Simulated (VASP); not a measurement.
# Bi2Se3 (R-3m) in VASP: further runs

The runs below take Bi2Se3 through electric field gradients, single point, with PBE.

Everything below comes from runs of VASP 6.6.1. Logs are shortened: lines on timing, memory, paths and dates and some standing lists are left out, and cuts for length are marked.

## (1) The cell of the first run

Symmetry: R-3m, No. 166, trigonal system. The conventional cell has a = 4.143 Å, b = 4.143 Å, c = 28.636 Å, α = 90.00°, β = 90.00°, γ = 120.00°. Bi (site symmetry 3m) has 6 Se at 2.85 to 3.07 Å within 3.8 Å. Within 4.3 Å of Se (site symmetry -3m) lie 6 Bi at 3.07 Å and 12 Se at 4.14 to 4.23 Å. Within 3.8 Å of Se (site symmetry 3m) lie 3 Bi at 2.85 Å and 3 Se at 3.52 Å.

## (2) Electric field gradients, PBE

Input file INCAR:

```
  ALGO = Normal
  EDIFF = 1E-8
  ENCUT = 520
  GGA = PE
  ISIF = 2
  ISMEAR = -1
  LASPH = T
  LCHARG = F
  LEFG = T
  LREAL = F
  LWAVE = F
  NBANDS = 32
  NELM = 80
  PREC = Accurate
  SIGMA = 0.03
```

Input file KPOINTS:

```
k-points
0
Gamma
  6 6 6
```

Input file POSCAR:

```
Bi2Se3
1.0
    2.0714992968      1.1959806766      9.5453300000
   -2.0714992968      1.1959806766      9.5453300000
    0.0000000000     -2.3919613533      9.5453300000
Bi Se
2 3
Direct
    0.4008000000      0.4008000000      0.4008000000
    0.5992000000      0.5992000000      0.5992000000
    0.0000000000      0.0000000000      0.0000000000
    0.2117000000      0.2117000000      0.2117000000
    0.7883000000      0.7883000000      0.7883000000
```

Potentials or basis: VASP PAW PBE potentials, release 64 (Bi_d, Se).

Launch:

```
$ cat potpaw_PBE.64/Bi_d/POTCAR potpaw_PBE.64/Se/POTCAR > POTCAR
$ mpirun -np 1 vasp_std > vasp.out
```

OUTCAR:

```text
EDIFF = 1E-8
   ENCUT = 520
   GGA = PE
   ISIF = 2
   ISMEAR = -1
   LASPH = T
   LREAL = F
   NELM = 80
   PREC = Accurate

 ion  position               nearest neighbor table
   1  0.401  0.401  0.401-   5 2.85   5 2.85   5 2.85   3 3.07   3 3.07   3 3.07
   2  0.599  0.599  0.599-   4 2.85   4 2.85   4 2.85   3 3.07   3 3.07   3 3.07
   3  0.000  0.000  0.000-   2 3.07   1 3.07   2 3.07   2 3.07   1 3.07   1 3.07
   4  0.212  0.212  0.212-   2 2.85   2 2.85   2 2.85
   5  0.788  0.788  0.788-   1 2.85   1 2.85   1 2.85

  LATTYP: Found a trigonal (rhomboedric) cell.
 ALAT       =     9.8404676680
 COS(alpha) =     0.9113725817

  Lattice vectors:

 A1 = (   2.0714992968,   1.1959806766,   9.5453300000)
 A2 = (  -2.0714992968,   1.1959806766,   9.5453300000)
 A3 = (   0.0000000000,  -2.3919613533,   9.5453300000)

Analysis of symmetry for initial positions (statically):
=====================================================================
 Subroutine PRICEL returns:
 Original cell was already a primitive cell.

 Routine SETGRP: Setting up the symmetry group for a
 trigonal (rhombohedral) supercell.

 Subroutine GETGRP returns: Found 12 space group operations
 (whereof 12 operations were pure point group operations)
 out of a pool of 12 trial point group operations.

The static configuration has the point symmetry D_3d.

Analysis of symmetry for dynamics (positions and initial velocities):
=====================================================================
 Subroutine PRICEL returns:
 Original cell was already a primitive cell.

 Routine SETGRP: Setting up the symmetry group for a
 trigonal (rhombohedral) supercell.

 Subroutine GETGRP returns: Found 12 space group operations
 (whereof 12 operations were pure point group operations)
 out of a pool of 12 trial point group operations.

The dynamic configuration has the point symmetry D_3d.

 Subroutine INISYM returns: Found 12 space group operations
 (whereof 12 operations are pure point group operations),
 and found     1 'primitive' translations

----------------------------------------------------------------------------------------

                                     Primitive cell

  volume of cell :     141.8898

  direct lattice vectors                    reciprocal lattice vectors
     2.071499297  1.195980677  9.545330000     0.241371069  0.139355652  0.034921091
    -2.071499297  1.195980677  9.545330000    -0.241371069  0.139355652  0.034921091
     0.000000000 -2.391961353  9.545330000     0.000000000 -0.278711303  0.034921091

  length of vectors
     9.840467668  9.840467668  9.840467668     0.280890500  0.280890500  0.280890500

  position of ions in fractional coordinates (direct lattice)
     0.400800000  0.400800000  0.400800000
     0.599200000  0.599200000  0.599200000
     0.000000000  0.000000000  0.000000000
     0.211700000  0.211700000  0.211700000
     0.788300000  0.788300000  0.788300000

  ion indices of the primitive-cell ions
   primitive index   ion index
                 1           1
                 2           2
                 3           3
                 4           4
                 5           5

----------------------------------------------------------------------------------------

 KPOINTS: k-points

Automatic generation of k-mesh.
 Grid dimensions read from file:
 generate k-points for:    6    6    6

 Generating k-lattice:

  Cartesian coordinates                     Fractional coordinates (reciprocal lattice)
     0.040228512  0.023225942  0.005820182     0.166666667  0.000000000  0.000000000
    -0.040228512  0.023225942  0.005820182     0.000000000  0.166666667  0.000000000
     0.000000000 -0.046451884  0.005820182     0.000000000  0.000000000  0.166666667

  Length of vectors
     0.046815083  0.046815083  0.046815083

  Shift w.r.t. Gamma in fractional coordinates (k-lattice)
     0.000000000  0.000000000  0.000000000

 Subroutine IBZKPT returns following result:
 ===========================================

 Found     32 irreducible k-points:

 Following reciprocal coordinates:
            Coordinates               Weight
  0.000000  0.000000  0.000000      1.000000
  0.166667  0.000000 -0.000000      6.000000
  0.333333  0.000000 -0.000000      6.000000
  0.500000  0.000000 -0.000000      3.000000
  0.166667  0.166667 -0.000000      6.000000
  0.333333  0.166667 -0.000000     12.000000
[... 16 lines left out ...]
  0.500000  0.500000  0.166667      6.000000
 -0.333333  0.500000  0.166667     12.000000
 [... further k-points ...]
   k-points           NKPTS =     32   k-points in BZ     NKDIM =     32   number of bands    NBANDS=     32
   number of dos      NEDOS =    301   number of ions     NIONS =      5
   total plane-waves  NPLWV = 512000
   dimension x,y,z NGX =    80 NGY =   80 NGZ =   80
   dimension x,y,z NGXF=   160 NGYF=  160 NGZF=  160
   ions per type =               2   3
   NGX,Y,Z   is equivalent  to a cutoff of  13.52, 13.52, 13.52 a.u.
   NGXF,Y,Z  is equivalent  to a cutoff of  27.03, 27.03, 27.03 a.u.
 SYSTEM =  unknown system
   PREC   = accura    normal or accurate (medium, high low for compatibility)
   ISTART =      0    job   : 0-new  1-cont  2-samecut
   ICHARG =      2    charge: 1-file 2-atom 10-const
   ISPIN  =      1    spin polarized calculation?
   LNONCOLLINEAR =      F non collinear calculations
   LSORBIT =      F    spin-orbit coupling
   LASPH  =      T    aspherical Exc in radial PAW
   ENCUT  =  520.0 eV  38.22 Ry    6.18 a.u.  18.30 18.30 18.30*2*pi/ulx,y,z
   NELM   =     80;   NELMIN=  2; NELMDL= -5     # of ELM steps
   EDIFF  = 0.1E-07   stopping-criterion for ELM
   LREAL  =      F    real-space projection
   EDIFFG = 0.1E-06   stopping-criterion for IOM
   NSW    =      0    number of steps for IOM
   IBRION =     -1    ionic relax: 0-MD 1-quasi-New 2-CG
   NFREE  =      0    steps in history (QN), initial steepest desc. (CG)
   ISIF   =      2    stress and relaxation
   ISYM   =      2    0-nonsym 1-usesym 2-fastsym
   POTIM  = 0.5000    time-step for ionic-motion
   TEBEG  =    0.0;   TEEND  =   0.0 temperature during run
   PSTRESS=    0.0 pullay stress
   NELECT =      48.0000    total number of electrons
   NUPDOWN=      -1.0000    fix difference up-down
   EMIN   =  10.00;   EMAX   =-10.00  energy-range for DOS
   EFERMI =   0.00;   METHOD = LEGACY
   ISMEAR =    -1;   SIGMA  =   0.03  broadening in eV -4-tet -1-fermi 0-gaus
   EFERMI_NEDOS =   21; number of points for ismear=-14 and -15
   IALGO  =     38    algorithm
   IMIX   =      4    mixing-type and parameters
     AMIX     =   0.40;   BMIX     =  1.00
     AMIX_MAG =   1.60;   BMIX_MAG =  1.00
  volume/ion in A,a.u.               =      28.38       191.50
  Fermi-wavevector in a.u.,A,eV,Ry     =   1.140700  2.155611 17.703860  1.301197
  Thomas-Fermi vector in A             =   2.277402
   LORBIT       =      0    0 simple, 1 ext, 2 COOP (PROOUT), +10 PAW based schemes
   GGA     = PE    functional components
   LHFCALC =     F    Hartree Fock is set to
   AEXX    =    0.0000 exact exchange contribution
   IVDW    =     0    specifies the selected vdW correction
   LEPSILON=     F    determine dielectric tensor
   LRPA    =     F    only Hartree local field effects (RPA)
 non-spin polarized calculation
  energy-cutoff  :      520.00
  volume of cell :      141.89
 maximum number of plane-waves:      3848
 NGX is ok and might be reduce to    80
   NGX = 37   NGY = 37   NGZ = 37

 number of electron      47.9999997 magnetization

 Free energy of the ion-electron system (eV)
  ---------------------------------------------------
  ext. energy  EPLUGINS =         0.00000000
  ---------------------------------------------------
  free energy    TOTEN  =       -20.15625206 eV

  energy without entropy =      -20.15618467  energy(sigma->0) =      -20.15621836

 E-fermi :   5.0754     XC(G=0):  -9.4972

 val. band max:        4.9660674252   @ k =   0.0000   0.0000   0.0000
 cond. band min:       5.1847078304   @ k =   0.0000   0.0000   0.0000
 fundamental gap:      0.2186404051
 Fermi energy:         5.0753662213

 k-point     1 :       0.0000    0.0000    0.0000
  band No.  band energies     occupation
      1     -18.1612      2.00000
      2     -18.1612      2.00000
      3     -18.1594      2.00000
      4     -18.1594      2.00000
      5     -18.1528      2.00000
      6     -18.1502      2.00000
[... 24 lines left out ...]
     31      10.8012      0.00000
     32      11.9723      0.00000

 k-point     2 :       0.1667    0.0000   -0.0000
  band No.  band energies     occupation
      1     -18.1651      2.00000
      2     -18.1627      2.00000
      3     -18.1550      2.00000
      4     -18.1533      2.00000
      5     -18.1491      2.00000
      6     -18.1466      2.00000
[... 24 lines left out ...]
     31      10.0907      0.00000
     32      10.9869      0.00000

 k-point     3 :       0.3333    0.0000   -0.0000
  band No.  band energies     occupation
      1     -18.1752      2.00000
      2     -18.1711      2.00000
      3     -18.1527      2.00000
      4     -18.1483      2.00000
      5     -18.1481      2.00000
      6     -18.1451      2.00000
[... 24 lines left out ...]
     31       9.4581      0.00000
     32      11.4411      0.00000

 k-point     4 :       0.5000    0.0000   -0.0000
  band No.  band energies     occupation
      1     -18.1808      2.00000
      2     -18.1757      2.00000
      3     -18.1554      2.00000
      4     -18.1506      2.00000
      5     -18.1486      2.00000
      6     -18.1440      2.00000
[... 654 lines left out ...]
     31       9.5688      0.00000
     32      11.8484      0.00000

 k-point    23 :       0.5000    0.5000    0.1667
  band No.  band energies     occupation
      1     -18.1751      2.00000
      2     -18.1711      2.00000
      3     -18.1527      2.00000
      4     -18.1483      2.00000
      5     -18.1482      2.00000
      6     -18.1451      2.00000
[... 24 lines left out ...]
     31       9.3838      0.00000
     32      11.2303      0.00000

 k-point    24 :      -0.3333    0.5000    0.1667
  band No.  band energies     occupation
      1     -18.1738      2.00000
      2     -18.1701      2.00000
      3     -18.1530      2.00000
      4     -18.1509      2.00000
      5     -18.1478      2.00000
      6     -18.1469      2.00000
[... 24 lines left out ...]
     31       9.9028      0.00000
     32      11.4621      0.00000

 [... further k-points ...]

------------------------ aborting loop because EDIFF is reached ----------------------------------------

  FORCE on cell =-STRESS in cart. coord.  units (eV):
  Direction    XX          YY          ZZ          XY          YZ          ZX
  --------------------------------------------------------------------------------------
  -------------------------------------------------------------------------------------
  Total        2.2417364      2.2417364      2.2833418      0.0000000     -0.0000000      0.0000000
  in kB       25.3130212     25.3130212     25.7828169      0.0000000     -0.0000000      0.0000000
  external PRESSURE =      25.4696198 kB  Pullay stress =       0.0000000 kB

 VOLUME and BASIS-vectors are now :
 -----------------------------------------------------------------------------
  energy-cutoff  :      520.00
  volume of cell :      141.89
      direct lattice vectors                 reciprocal lattice vectors
     2.071499297  1.195980677  9.545330000     0.241371069  0.139355652  0.034921091
    -2.071499297  1.195980677  9.545330000    -0.241371069  0.139355652  0.034921091
     0.000000000 -2.391961353  9.545330000     0.000000000 -0.278711303  0.034921091

 POSITION                                       TOTAL-FORCE (eV/Angst)
 -----------------------------------------------------------------------------------
      0.00000     -0.00000     11.47730         0.000000      0.000000     -0.191438
      0.00000     -0.00000     17.15869         0.000000     -0.000000      0.191438
      0.00000      0.00000      0.00000         0.000000     -0.000000     -0.000000
      0.00000     -0.00000      6.06224         0.000000      0.000000     -0.188517
      0.00000     -0.00000     22.57375         0.000000     -0.000000      0.188517
 -----------------------------------------------------------------------------------
    total drift:                                0.000000      0.000000     -0.000000

  FREE ENERGIE OF THE ION-ELECTRON SYSTEM (eV)
  ---------------------------------------------------
  free  energy   TOTEN  =       -20.1562520562 eV

  energy  without entropy=      -20.1561846718  energy(sigma->0) =      -20.15621836

 Electric field gradients (V/A^2)
---------------------------------------------------------------------
 ion       V_xx      V_yy      V_zz      V_xy      V_xz      V_yz
---------------------------------------------------------------------
   1      -2.699    -2.699     5.399    -0.000    -0.000     0.000
   2      -2.699    -2.699     5.399    -0.000     0.000     0.000
   3     -36.817   -36.817    73.634    -0.000     0.000     0.000
   4       7.637     7.637   -15.273    -0.000    -0.000     0.000
   5       7.637     7.637   -15.273     0.000     0.000     0.000
---------------------------------------------------------------------

 Electric field gradients after diagonalization (V/A^2)
 (convention: |V_zz| > |V_xx| > |V_yy|)
----------------------------------------------------------------------
 ion       V_xx      V_yy      V_zz     asymmetry (V_yy - V_xx)/ V_zz
----------------------------------------------------------------------
   1      -2.699    -2.699     5.399       0.000
   2      -2.699    -2.699     5.399       0.000
   3     -36.817   -36.817    73.634       0.000
   4       7.637     7.637   -15.273       0.000
   5       7.637     7.637   -15.273       0.000
----------------------------------------------------------------------

           NMR quadrupolar parameters

 Cq : quadrupolar parameter    Cq=e*Q*V_zz/h
 eta: asymmetry parameters     (V_yy - V_xx)/ V_zz
 Q  : nuclear electric quadrupole moment in mb (millibarn)
----------------------------------------------------------------------
 ion       Cq(MHz)       eta       Q (mb)
----------------------------------------------------------------------
   1       0.013       0.000       1.000
   2       0.013       0.000       1.000
   3       0.178       0.000       1.000
   4      -0.037       0.000       1.000
   5      -0.037       0.000       1.000
----------------------------------------------------------------------
```

Run time: 11 min. Hardware: 1 thread of Intel Xeon Platinum 8488C (Sapphire Rapids), shared host; peak memory 0.94 GiB.

Results:

```
Free energy                             : -20.1563 eV
Pressure                                : 2.5 GPa
Largest force                           : 0.191 eV/Å
Band gap on the k mesh                  : 0.22 eV
Largest electric field gradient by atom : Bi +5.4; Se +73.6, -15.3 (each value once) V/Å²
```

Forces in eV/Å, atoms in the order of the input:
```
Bi   0.000  0.000 -0.191
Bi   0.000  0.000  0.191
Se   0.000  0.000  0.000
Se   0.000  0.000 -0.189
Se   0.000  0.000  0.189
```

Levels at points of the mesh, in eV from the valence-band top:
```csv
k point,band 22,band 23,band 24,band 25,band 26,band 27
"(0.00, 0.00, 0.00)",-1.21,-1.21,0.00,0.22,1.40,1.40
"(0.50, 0.00, 0.00)",-2.15,-1.24,-0.56,0.84,1.93,2.96
"(0.50, 0.50, 0.00)",-1.88,-1.64,-1.00,1.34,1.95,2.60
"(0.50, 0.50, 0.50)",-1.38,-1.38,-0.44,0.63,1.70,1.70
```

Electric field gradients, principal values (V/Å²):
| atom | least | middle | greatest (by size) |
| --- | --- | --- | --- |
| 1 Bi | -2.699 | -2.699 | 5.399 |
| 2 Bi | -2.699 | -2.699 | 5.399 |
| 3 Se | -36.817 | -36.817 | 73.634 |
| 4 Se | 7.637 | 7.637 | -15.273 |
| 5 Se | 7.637 | 7.637 | -15.273 |

Caveat: without QUAD_EFG the Cq values of the log hold for a quadrupole moment of 1 mb, not for the nuclei; spin-orbit coupling is left out, which moves the levels of the heavy elements. A k mesh can miss the band edges.

(Continued in part 2 of 2.)
